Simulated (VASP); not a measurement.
A run of VASP 6.6.1:

The input POSCAR:

```
Ti
1.0
    2.9306052420      0.0000000000      0.0000000000
   -1.4653026210      2.5379785880      0.0000000000
    0.0000000000      0.0000000000      4.6545805381
Ti
2
Direct
    0.3333333333      0.6666666667      0.2500000000
    0.6666666667      0.3333333333      0.7500000000
```

Contents of INCAR.step1:

```
SYSTEM = Ti
ALGO = Normal ; EDIFF = 1E-4
ENCUT = 520 ; GGA = PE
ISMEAR = -1 ; LASPH = .TRUE.
LCHARG = .FALSE. ; LREAL = .FALSE.
LWAVE = .TRUE. ; NBANDS = 19
NELM = 60 ; PREC = Accurate
SIGMA = 0.02
```

File INCAR.step2:

```
SYSTEM = Ti
ALGO = Normal ; EDIFF = 1E-7
ENCUT = 520 ; ISIF = 2
ISMEAR = -1 ; ISTART = 1
LASPH = .TRUE. ; LCHARG = .TRUE.
LELF = .TRUE. ; LMIXTAU = .TRUE.
LREAL = .FALSE. ; LVHAR = .TRUE.
LWAVE = .FALSE. ; METAGGA = R2SCAN
NBANDS = 19 ; NELM = 60
PREC = Accurate ; SIGMA = 0.02
```

Contents of KPOINTS:

```
k-points
0
G
  12 12 6
  0 0 0
```

Potentials or basis: VASP PAW PBE potentials, release 64 (Ti_sv).

Command:

```bash
$ cat potpaw_PBE.64/Ti_sv/POTCAR > POTCAR
$ cp INCAR.step1 INCAR
$ mpirun -np 1 vasp_std > vasp.out
$ cp INCAR.step2 INCAR
$ mpirun -np 1 vasp_std > vasp.out
```

Hardware: 1 thread of Intel(R) Xeon(R) 6975P-C (Granite Rapids), with other jobs on the host.

Q: Estimate the wall time of this run.

A: Wall time 110 s on 1 thread of Intel(R) Xeon(R) 6975P-C (Granite Rapids) (shared host), peak memory 0.18 GiB. Counts: k points 76.
